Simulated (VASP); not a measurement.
A run of VASP 6.6.1 is set up as follows.

The input INCAR:

```
SYSTEM = GaN
PREC = Accurate ; ENCUT = 520
EDIFF = 1E-7 ; ISMEAR = -1
SIGMA = 0.02 ; LREAL = .FALSE.
LASPH = .TRUE. ; NELM = 60
ALGO = Normal ; ISIF = 2
LWAVE = .FALSE. ; LCHARG = .FALSE.
GGA = PE ; NBANDS = 16
```

Contents of KPOINTS:

```
Automatic mesh
0
G
  10 10 10
  0 0 0
```

The input POSCAR:

```
GaN
1.0
    0.0000000000      2.1085152343      2.0663449296
    2.1085152343      0.0000000000      2.0663449296
    2.1085152343      2.1085152343      0.0000000000
Ga N
1 1
Direct
    0.0000000000      0.0000000000      0.0000000000
    0.5000000000      0.5000000000      0.5000000000
```

Potentials or basis: VASP PAW PBE potentials, release 64 (Ga_d, N).

The run is started by

```sh
$ cat potpaw_PBE.64/Ga_d/POTCAR potpaw_PBE.64/N/POTCAR > POTCAR
$ mpirun -np 1 vasp_std > vasp.out
```

Q: Predict the pressure.

A: 14.5 GPa.

Q: Predict the band gap on the k mesh.

A: 0.64 eV, indirect (least direct gap 3.03 eV).

Stress tensor (GPa, compression positive):
```
12.91  0.00  0.00
 0.00 12.91  0.00
 0.00  0.00 17.72
```

Caveat: the cell differs from its parent crystal (uniaxial z strain -2.0%). A k mesh can miss the band edges.
